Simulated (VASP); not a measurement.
# CdTe (F-43m) in VASP: further runs

Aim: see how the results for CdTe move with the level of theory and the settings. Levels: PBE, r2SCAN, LDA. Tasks: dielectric tensor, band structure.

All numbers are computed with VASP 6.6.1; they aren't measurements. Logs are shortened: lines on timing, memory, paths and dates and some standing lists are left out, and cuts for length are marked.

## 1. The cell of the first run

The structure is cubic, space group F-43m (No. 216). The conventional cell has a = 6.410 Å, b = 6.410 Å, c = 6.410 Å, α = 90.00°, β = 90.00°, γ = 90.00°. Within 3.7 Å of Te (site symmetry -43m) lie 4 Cd at 2.78 Å. Cd (site symmetry -43m) has 4 Te at 2.78 Å within 3.7 Å.

## 2. Dielectric tensor, PBE

Contents of INCAR:

```
ALGO     = Normal         # electronic algorithm
EDIFF    = 1E-8           # SCF threshold, eV
ENCUT    = 520            # plane-wave cutoff, eV
GGA      = PE             # functional
ISIF     = 2              # what is computed and relaxed
ISMEAR   = 0              # smearing method
LASPH    = True           # aspherical terms in the spheres
LCHARG   = False          # write CHGCAR
LEPSILON = True           # dielectric tensor by DFPT
LREAL    = False          # projectors in reciprocal space
LWAVE    = False          # write WAVECAR
NELM     = 60             # most SCF steps
PREC     = Accurate       # precision mode
SIGMA    = 0.01           # smearing width, eV
```

Contents of KPOINTS:

```
k-points
0
Gamma
  7 7 7
```

Contents of POSCAR:

```
CdTe
1.0
    0.0000000000      3.2050000000      3.2050000000
    3.2050000000      0.0000000000      3.2050000000
    3.2050000000      3.2050000000      0.0000000000
Te Cd
1 1
Direct
    0.7500000000      0.7500000000      0.7500000000
    0.0000000000      0.0000000000      0.0000000000
```

Potentials or basis: VASP PAW PBE potentials, release 64 (Te, Cd).

Launch:

```console
$ cat potpaw_PBE.64/Te/POTCAR potpaw_PBE.64/Cd/POTCAR > POTCAR
$ mpirun -np 1 vasp_std > vasp.out
```

OUTCAR:

```text
EDIFF = 1E-8
   ENCUT = 520
   GGA = PE
   ISIF = 2
   ISMEAR = 0
   LASPH = True
   LEPSILON = True
   LREAL = False
   NELM = 60
   PREC = Accurate

 ion  position               nearest neighbor table
   1  0.750  0.750  0.750-   2 2.78   2 2.78   2 2.78   2 2.78
   2  0.000  0.000  0.000-   1 2.78   1 2.78   1 2.78   1 2.78

  LATTYP: Found a face centered cubic cell.
 ALAT       =     6.4100000000

  Lattice vectors:

 A1 = (   0.0000000000,   3.2050000000,   3.2050000000)
 A2 = (   3.2050000000,   0.0000000000,   3.2050000000)
 A3 = (   3.2050000000,   3.2050000000,   0.0000000000)

Analysis of symmetry for initial positions (statically):
=====================================================================
 Subroutine PRICEL returns:
 Original cell was already a primitive cell.

 Routine SETGRP: Setting up the symmetry group for a
 face centered cubic supercell.

 Subroutine GETGRP returns: Found 24 space group operations
 (whereof 24 operations were pure point group operations)
 out of a pool of 48 trial point group operations.

The static configuration has the point symmetry T_d .

Analysis of symmetry for dynamics (positions and initial velocities):
=====================================================================
 Subroutine PRICEL returns:
 Original cell was already a primitive cell.

 Routine SETGRP: Setting up the symmetry group for a
 face centered cubic supercell.

 Subroutine GETGRP returns: Found 24 space group operations
 (whereof 24 operations were pure point group operations)
 out of a pool of 48 trial point group operations.

The dynamic configuration has the point symmetry T_d .

 Subroutine INISYM returns: Found 24 space group operations
 (whereof 24 operations are pure point group operations),
 and found     1 'primitive' translations

----------------------------------------------------------------------------------------

                                     Primitive cell

  volume of cell :      65.8437

  direct lattice vectors                    reciprocal lattice vectors
     0.000000000  3.205000000  3.205000000    -0.156006240  0.156006240  0.156006240
     3.205000000  0.000000000  3.205000000     0.156006240 -0.156006240  0.156006240
     3.205000000  3.205000000  0.000000000     0.156006240  0.156006240 -0.156006240

  length of vectors
     4.532554467  4.532554467  4.532554467     0.270210734  0.270210734  0.270210734

  position of ions in fractional coordinates (direct lattice)
     0.750000000  0.750000000  0.750000000
     0.000000000  0.000000000  0.000000000

  ion indices of the primitive-cell ions
   primitive index   ion index
                 1           1
                 2           2

----------------------------------------------------------------------------------------

 KPOINTS: k-points

Automatic generation of k-mesh.
 Grid dimensions read from file:
 generate k-points for:    7    7    7

 Generating k-lattice:

  Cartesian coordinates                     Fractional coordinates (reciprocal lattice)
    -0.022286606  0.022286606  0.022286606     0.142857143  0.000000000  0.000000000
     0.022286606 -0.022286606  0.022286606     0.000000000  0.142857143  0.000000000
     0.022286606  0.022286606 -0.022286606     0.000000000  0.000000000  0.142857143

  Length of vectors
     0.038601533  0.038601533  0.038601533

  Shift w.r.t. Gamma in fractional coordinates (k-lattice)
     0.000000000  0.000000000  0.000000000

 Subroutine IBZKPT returns following result:
 ===========================================

 Found     20 irreducible k-points:

 Following reciprocal coordinates:
            Coordinates               Weight
  0.000000  0.000000  0.000000      1.000000
  0.142857  0.000000  0.000000      8.000000
  0.285714  0.000000  0.000000      8.000000
  0.428571  0.000000  0.000000      8.000000
  0.142857  0.142857  0.000000      6.000000
  0.285714  0.142857  0.000000     24.000000
[... 12 lines left out ...]
 -0.428571  0.428571  0.142857     24.000000
 -0.285714  0.428571  0.142857     24.000000
   k-points           NKPTS =     20   k-points in BZ     NKDIM =     20   number of bands    NBANDS=     13
   number of dos      NEDOS =    301   number of ions     NIONS =      2
   total plane-waves  NPLWV =  46656
   dimension x,y,z NGX =    36 NGY =   36 NGZ =   36
   dimension x,y,z NGXF=    72 NGYF=   72 NGZF=   72
   ions per type =               1   1
   NGX,Y,Z   is equivalent  to a cutoff of  13.20, 13.20, 13.20 a.u.
   NGXF,Y,Z  is equivalent  to a cutoff of  26.41, 26.41, 26.41 a.u.
 SYSTEM =  unknown system
   PREC   = accura    normal or accurate (medium, high low for compatibility)
   ISTART =      0    job   : 0-new  1-cont  2-samecut
[... 17 lines left out ...]
   PSTRESS=    0.0 pullay stress
   NELECT =      18.0000    total number of electrons
   NUPDOWN=      -1.0000    fix difference up-down
   EMIN   =  10.00;   EMAX   =-10.00  energy-range for DOS
   EFERMI =   0.00;   METHOD = LEGACY
   ISMEAR =     0;   SIGMA  =   0.01  broadening in eV -4-tet -1-fermi 0-gaus
   EFERMI_NEDOS =   21; number of points for ismear=-14 and -15
   IALGO  =     38    algorithm
   IMIX   =      4    mixing-type and parameters
     AMIX     =   0.40;   BMIX     =  1.00
     AMIX_MAG =   1.60;   BMIX_MAG =  1.00
  volume/ion in A,a.u.               =      32.92       222.17
  Fermi-wavevector in a.u.,A,eV,Ry     =   1.062497  2.007828 15.359610  1.128899
  Thomas-Fermi vector in A             =   2.197950
   LORBIT       =      0    0 simple, 1 ext, 2 COOP (PROOUT), +10 PAW based schemes
   GGA     = PE    functional components
   LHFCALC =     F    Hartree Fock is set to
   AEXX    =    0.0000 exact exchange contribution
   IVDW    =     0    specifies the selected vdW correction
   LEPSILON=     T    determine dielectric tensor
   LRPA    =     F    only Hartree local field effects (RPA)
 non-spin polarized calculation
 Gauss-broadening in eV      SIGMA  =   0.01
  energy-cutoff  :      520.00
  volume of cell :       65.84
 maximum number of plane-waves:      1807
 NGX is ok and might be reduce to    36
   NGX = 17   NGY = 17   NGZ = 17

--------------------------------------- Ionic step        1  -------------------------------------------

 number of electron      17.9999995 magnetization

 E-fermi :   2.7301     XC(G=0):  -8.7314

 val. band max:        2.6555553008   @ k =   0.0000   0.0000   0.0000
 cond. band min:       3.5285784511   @ k =   0.0000   0.0000   0.0000
 fundamental gap:      0.8730231503
 Fermi energy:         2.7301403236

 k-point     1 :       0.0000    0.0000    0.0000
  band No.  band energies     occupation
      1      -8.7128      2.00000
      2      -5.7524      2.00000
      3      -5.7524      2.00000
      4      -5.7524      2.00000
      5      -5.4666      2.00000
      6      -5.4666      2.00000
      7       2.6556      2.00000
      8       2.6556      2.00000
      9       2.6556      2.00000
     10       3.5286      0.00000
     11       7.2318      0.00000
     12       7.2318      0.00000
     13       7.2318      0.00000
[... 290 lines left out ...]
  band No.  band energies     occupation
      1      -8.1667      2.00000
      2      -5.6271      2.00000
      3      -5.6109      2.00000
      4      -5.5016      2.00000
      5      -5.4635      2.00000
      6      -4.8687      2.00000
      7      -1.6806      2.00000
      8      -0.0075      2.00000
      9       0.7216      2.00000
     10       6.3715      0.00000
     11       7.5129      0.00000
     12       8.6095      0.00000
     13       9.3878      0.00000

  FORCE on cell =-STRESS in cart. coord.  units (eV):
  Direction    XX          YY          ZZ          XY          YZ          ZX
  --------------------------------------------------------------------------------------
  -------------------------------------------------------------------------------------
  Total        1.8071014      1.8071014      1.8071014      0.0000000      0.0000000     -0.0000000
  in kB       43.9722832     43.9722832     43.9722832      0.0000000      0.0000000     -0.0000000
  external PRESSURE =      43.9722832 kB  Pullay stress =       0.0000000 kB

 VOLUME and BASIS-vectors are now :
 -----------------------------------------------------------------------------
  energy-cutoff  :      520.00
  volume of cell :       65.84
      direct lattice vectors                 reciprocal lattice vectors
     0.000000000  3.205000000  3.205000000    -0.156006240  0.156006240  0.156006240
     3.205000000  0.000000000  3.205000000     0.156006240 -0.156006240  0.156006240
     3.205000000  3.205000000  0.000000000     0.156006240  0.156006240 -0.156006240

 POSITION                                       TOTAL-FORCE (eV/Angst)
 -----------------------------------------------------------------------------------
      4.80750      4.80750      4.80750        -0.000000     -0.000000     -0.000000
      0.00000      0.00000      0.00000         0.000000      0.000000      0.000000
 -----------------------------------------------------------------------------------
    total drift:                                0.000000      0.000000      0.000000

  FREE ENERGIE OF THE ION-ELECTRON SYSTEM (eV)
  ---------------------------------------------------
  free  energy   TOTEN  =        -4.7252518140 eV

  energy  without entropy=       -4.7252518140  energy(sigma->0) =       -4.72525181

 HEAD OF MICROSCOPIC STATIC DIELECTRIC TENSOR (INDEPENDENT PARTICLE, excluding Hartree and local field effects)
 ------------------------------------------------------
          11.017589     0.000000     0.000000
           0.000000    11.017589     0.000000
           0.000000     0.000000    11.017589
 ------------------------------------------------------

 Free energy of the ion-electron system (eV)
  ---------------------------------------------------
  ---------------------------------------------------
  free energy    TOTEN  =        -1.89415883 eV

  energy without entropy =       -1.89415883

------------------------ aborting loop because EDIFF is reached ----------------------------------------

--------------------------------------- Ionic step        2  -------------------------------------------

------------------------ aborting loop because EDIFF is reached ----------------------------------------

--------------------------------------- Ionic step        3  -------------------------------------------

 Free energy of the ion-electron system (eV)
  ---------------------------------------------------
  ---------------------------------------------------
  free energy    TOTEN  =        -1.89415928 eV

  energy without entropy =       -1.89415928

------------------------ aborting loop because EDIFF is reached ----------------------------------------

 PIEZOELECTRIC TENSOR FIELD DIRECTION 3  (e Angst)
 -----------------------------------------------------------------------------
    -0.00157  2.58462  0.00000           (  0.00001 -0.07924  0.00000)
     2.58462 -0.00157  0.00000           ( -0.07924  0.00001  0.00000)
     0.00000  0.00000  0.00019           (  0.00000  0.00000 -0.00000)

 PIEZOELECTRIC TENSOR FIELD DIRECTION 3  (C/m^2)
 -----------------------------------------------------------------------------
    -0.00038  0.62892  0.00000
     0.62892 -0.00038  0.00000
     0.00000  0.00000  0.00005

 MACROSCOPIC STATIC DIELECTRIC TENSOR (including local field effects in DFT)
 ------------------------------------------------------
          10.662541     0.000000    -0.000000
          -0.000000    10.662541     0.000000
           0.000000     0.000000    10.662541
 ------------------------------------------------------

 PIEZOELECTRIC TENSOR (including local field effects)  for field in x, y, z        (e  Angst)
          XX          YY          ZZ          XY          YZ          ZX
  --------------------------------------------------------------------------------
  x     0.00000     0.00000     0.00000     0.00000     2.61235     0.00000
  y     0.00000     0.00000    -0.00000     0.00000     0.00000     2.61235
  z     0.00000     0.00000     0.00000     2.61235     0.00000     0.00000

 PIEZOELECTRIC TENSOR (including local field effects)  for field in x, y, z        (C/m^2)
          XX          YY          ZZ          XY          YZ          ZX
  --------------------------------------------------------------------------------
  x     0.00000     0.00000     0.00000     0.00000     0.63566     0.00000
  y     0.00000     0.00000    -0.00000     0.00000     0.00000     0.63566
  z     0.00000     0.00000     0.00000     0.63566     0.00000     0.00000

 BORN EFFECTIVE CHARGES (including local field effects) (in |e|, cummulative output)
 ---------------------------------------------------------------------------------
 ion    1
    1    -2.23348    -0.00000    -0.00000
    2    -0.00000    -2.23348    -0.00000
    3     0.00000     0.00000    -2.23348
 ion    2
    1     2.23348     0.00000     0.00000
    2     0.00000     2.23348     0.00000
    3    -0.00000    -0.00000     2.23348
```

Run time: 12 min. Hardware: 1 thread of AMD EPYC 7R43 (Zen 3), shared host; peak memory 0.29 GiB.

Results:

```
Band gap on the k mesh                  : 0.87 eV
Electronic dielectric tensor (diagonal) : 10.66
Born charges (mean of the diagonal)     : Te -2.23; Cd +2.23 e
```

Levels at points of the mesh, in eV from the valence-band top:
| k point | band 7 | band 8 | band 9 | band 10 | band 11 | band 12 |
| --- | --- | --- | --- | --- | --- | --- |
| (0.00, 0.00, 0.00) | 0.00 | 0.00 | 0.00 | 0.87 | 4.58 | 4.58 |

Electronic dielectric tensor:
```
10.66  0.00  0.00
 0.00 10.66  0.00
 0.00  0.00 10.66
```

Born effective charge tensors (e):
atom 1, Te
```
-2.23  0.00  0.00
 0.00 -2.23  0.00
 0.00  0.00 -2.23
```
atom 2, Cd
```
2.23 0.00 0.00
0.00 2.23 0.00
0.00 0.00 2.23
```

Caveat: spin-orbit coupling is left out, which moves the levels of the heavy elements.

## 3. Band structure, r2SCAN

Contents of INCAR:

```
SYSTEM = CdTe
  ALGO = Normal
  EDIFF = 1E-6
  EFERMI = MIDGAP
  ENCUT = 320
  GGA_COMPAT = .False.
  ISMEAR = 0
  LASPH = .True.
  LCHARG = .False.
  LMIXTAU = .True.
  LREAL = .False.
  LWAVE = .False.
  METAGGA = R2SCAN
  NBANDS = 21
  NELM = 120
  PREC = Accurate
  SIGMA = 0.03
```

Contents of KPOINTS:

```
Automatic mesh
0
Gamma
  5 5 5
  0 0 0
```

Contents of KPOINTS_OPT:

```
path GXWKGLUWLK,UX
12
line-mode
reciprocal
 0.0000000000  0.0000000000  0.0000000000  G
 0.5000000000  0.0000000000  0.5000000000  X

 0.5000000000  0.0000000000  0.5000000000  X
 0.5000000000  0.2500000000  0.7500000000  W

 0.5000000000  0.2500000000  0.7500000000  W
 0.3750000000  0.3750000000  0.7500000000  K

 0.3750000000  0.3750000000  0.7500000000  K
 0.0000000000  0.0000000000  0.0000000000  G

 0.0000000000  0.0000000000  0.0000000000  G
 0.5000000000  0.5000000000  0.5000000000  L

 0.5000000000  0.5000000000  0.5000000000  L
 0.6250000000  0.2500000000  0.6250000000  U

 0.6250000000  0.2500000000  0.6250000000  U
 0.5000000000  0.2500000000  0.7500000000  W

 0.5000000000  0.2500000000  0.7500000000  W
 0.5000000000  0.5000000000  0.5000000000  L

 0.5000000000  0.5000000000  0.5000000000  L
 0.3750000000  0.3750000000  0.7500000000  K

 0.6250000000  0.2500000000  0.6250000000  U
 0.5000000000  0.0000000000  0.5000000000  X
```

POSCAR is that of step 2.

Potentials or basis: VASP PAW PBE potentials, release 64 (Te, Cd).

Launch:

```console
$ cat potpaw_PBE.64/Te/POTCAR potpaw_PBE.64/Cd/POTCAR > POTCAR
$ mpirun -np 1 vasp_std > vasp.out
```

Wall time 4.7 min (1 thread of AMD EPYC 7R43 (Zen 3), shared host); peak memory 0.13 GiB.

The run converged. Its results:

* Free energy: -46.5790 eV
* Pressure: 3.3 GPa
* Band gap on the k mesh: 1.37 eV
* Band gap along the path: 1.37 eV

Levels at the corners of the path, in eV from the valence-band top:
| point | band 6 | band 7 | band 8 | band 9 | band 10 | band 11 | band 12 | band 13 |
| --- | --- | --- | --- | --- | --- | --- | --- | --- |
| Γ | -8.36 | 0.00 | 0.00 | 0.00 | 1.37 | 4.99 | 4.99 | 4.99 |
| X | -7.79 | -4.53 | -2.04 | -2.04 | 2.80 | 2.97 | 9.67 | 9.99 |
| X | -7.79 | -4.53 | -2.04 | -2.04 | 2.80 | 2.97 | 9.67 | 9.99 |
| W | -7.70 | -4.40 | -2.53 | -2.40 | 4.78 | 4.93 | 6.12 | 6.67 |
| W | -7.70 | -4.40 | -2.53 | -2.40 | 4.78 | 4.93 | 6.12 | 6.67 |
| K | -7.74 | -4.42 | -2.78 | -1.69 | 3.19 | 4.92 | 7.91 | 8.05 |
| K | -7.74 | -4.42 | -2.78 | -1.69 | 3.19 | 4.92 | 7.91 | 8.05 |
| Γ | -8.36 | 0.00 | 0.00 | 0.00 | 1.37 | 4.99 | 4.99 | 4.99 |
| Γ | -8.36 | 0.00 | 0.00 | 0.00 | 1.37 | 4.99 | 4.99 | 4.99 |
| L | -7.95 | -4.71 | -0.85 | -0.85 | 2.26 | 5.56 | 5.56 | 7.44 |
| L | -7.95 | -4.71 | -0.85 | -0.85 | 2.26 | 5.56 | 5.56 | 7.44 |
| U | -7.74 | -4.42 | -2.78 | -1.69 | 3.19 | 4.92 | 7.91 | 8.05 |
| U | -7.74 | -4.42 | -2.78 | -1.69 | 3.19 | 4.92 | 7.91 | 8.05 |
| W | -7.70 | -4.40 | -2.53 | -2.40 | 4.78 | 4.93 | 6.12 | 6.67 |
| W | -7.70 | -4.40 | -2.53 | -2.40 | 4.78 | 4.93 | 6.12 | 6.67 |
| L | -7.95 | -4.71 | -0.85 | -0.85 | 2.26 | 5.56 | 5.56 | 7.44 |
| L | -7.95 | -4.71 | -0.85 | -0.85 | 2.26 | 5.56 | 5.56 | 7.44 |
| K | -7.74 | -4.42 | -2.78 | -1.69 | 3.19 | 4.92 | 7.91 | 8.05 |
| U | -7.74 | -4.42 | -2.78 | -1.69 | 3.19 | 4.92 | 7.91 | 8.05 |
| X | -7.79 | -4.53 | -2.04 | -2.04 | 2.80 | 2.97 | 9.67 | 9.99 |

Caveat: the cutoff is under 1.25 times the usual one of these potentials, so pressure, stress and relaxed cells hold a basis-set (Pulay) error; the cell stands under pressure; the PAW data sets were made with another functional, which shifts forces and pressure a little; spin-orbit coupling is left out, which moves the levels of the heavy elements. r2SCAN opens gaps a little over a GGA but as a rule still falls short of measured ones.

[end of part 1 of 2]
